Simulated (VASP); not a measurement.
**Sr4NCl8 (a cell with a defect): single point with PBE+D3(BJ)**

Sr4NCl8 (a cell with a defect):

```
Sr Cl N
1.0
     6.97100    0.00000    0.00000
     0.00000    6.97100    0.00000
     0.00000    0.00000    6.97100
Sr Cl N
4 8 1
Direct
  0.00914 0.00067 0.99944
  0.50965 0.50071 0.99939
  0.50901 0.00066 0.49944
  0.00914 0.50066 0.49943
  0.26154 0.25310 0.24700
  0.75713 0.74866 0.75144
  0.75710 0.74864 0.24739
  0.26152 0.25308 0.75184
  0.75709 0.25271 0.75147
  0.26152 0.74826 0.24703
  0.26150 0.74830 0.75180
  0.75706 0.25274 0.24736
  0.01293 0.00103 0.49912
```

```yaml
Program: VASP 6.6.1
Task: single point
Functional: PBE
Dispersion: D3(BJ)
Potentials_or_basis: VASP PAW PBE potentials, release 64 (Sr_sv, Cl, N)
Cutoff: 520 eV
k_mesh: 2 × 2 × 2
Occupations: fermi-dirac, width 0.05 eV
Spin: collinear spin, ferromagnetic start
Starting_moments: "[0.0, 0.0, 0.0, 0.0, 0.0, 0.0, 0.0, 0.0, 0.0, 0.0, 0.0, 0.0, 1.0] μB"
```

| Item | Value |
| --- | --- |
| Pressure | 0.4 GPa |
| Largest force | 0.017 eV/Å |
| Band gap on the k mesh | 2.47 eV |
| Net moment | 3.00 μB per cell |
| Site moments | Sr +0.00, +0.01 (each value once); Cl +0.03; N +1.82 μB |
| Valence electrons inside the program's atomic spheres | Sr 7.92, 7.94 (each value once); Cl 5.18; N 3.31 |
| Dispersion energy per atom | -0.224 eV |

Forces in eV/Å, atoms in the order of the input:
```
Sr   0.003  0.000  0.000
Sr   0.001  0.000  0.000
Sr   0.000  0.000  0.000
Sr   0.003  0.000  0.000
Cl   0.001 -0.001  0.001
Cl   0.002  0.000  0.000
Cl   0.002  0.000  0.000
Cl   0.001 -0.001 -0.002
Cl   0.002  0.000  0.000
Cl   0.001  0.002  0.001
Cl   0.001  0.002 -0.002
Cl   0.002  0.000  0.000
N   -0.017 -0.002  0.001
```

Levels at points of the mesh, in eV from the valence-band top:
Spin up:
| k point | band 50 | band 51 | band 52 | band 53 | band 54 | band 55 |
| --- | --- | --- | --- | --- | --- | --- |
| (0.00, 0.00, 0.00) | -0.14 | -0.09 | -0.09 | 5.29 | 5.41 | 5.41 |
| (0.50, 0.00, 0.00) | -0.20 | -0.19 | -0.19 | 5.96 | 6.17 | 6.26 |
| (0.00, 0.50, 0.00) | -0.20 | -0.19 | -0.18 | 5.96 | 6.17 | 6.26 |
| (0.00, 0.00, 0.50) | -0.20 | -0.19 | -0.18 | 5.96 | 6.17 | 6.26 |
| (0.50, 0.50, 0.00) | -0.30 | -0.30 | 0.00 | 6.19 | 6.21 | 6.21 |
| (0.00, 0.50, 0.50) | -0.30 | -0.30 | 0.00 | 6.19 | 6.21 | 6.21 |
| (0.50, 0.00, 0.50) | -0.30 | -0.30 | 0.00 | 6.19 | 6.21 | 6.21 |
| (0.50, 0.50, 0.50) | -0.31 | -0.31 | -0.31 | 6.63 | 6.63 | 6.63 |
Spin down:
| k point | band 46 | band 47 | band 48 | band 49 | band 50 | band 51 | band 52 | band 53 |
| --- | --- | --- | --- | --- | --- | --- | --- | --- |
| (0.00, 0.00, 0.00) | -0.46 | -0.08 | -0.08 | -0.08 | 2.73 | 2.74 | 2.74 | 5.30 |
| (0.50, 0.00, 0.00) | -0.41 | -0.38 | -0.19 | -0.18 | 2.47 | 2.73 | 2.73 | 5.97 |
| (0.00, 0.50, 0.00) | -0.41 | -0.38 | -0.19 | -0.18 | 2.47 | 2.73 | 2.73 | 5.97 |
| (0.00, 0.00, 0.50) | -0.41 | -0.38 | -0.19 | -0.18 | 2.47 | 2.73 | 2.73 | 5.97 |
| (0.50, 0.50, 0.00) | -0.37 | -0.36 | -0.36 | -0.35 | 2.68 | 2.68 | 2.88 | 6.20 |
| (0.00, 0.50, 0.50) | -0.37 | -0.36 | -0.36 | -0.35 | 2.68 | 2.68 | 2.88 | 6.20 |
| (0.50, 0.00, 0.50) | -0.37 | -0.36 | -0.36 | -0.35 | 2.68 | 2.68 | 2.88 | 6.20 |
| (0.50, 0.50, 0.50) | -1.13 | -1.09 | -1.09 | -0.97 | 2.68 | 2.68 | 2.68 | 6.63 |

Run time: 100 s on 4 MPI ranks on Intel(R) Xeon(R) 6975P-C (Granite Rapids), on a shared host, peak memory 0.42 GiB a rank.

Caveat: the k points lie up to 0.45 Å⁻¹ apart.
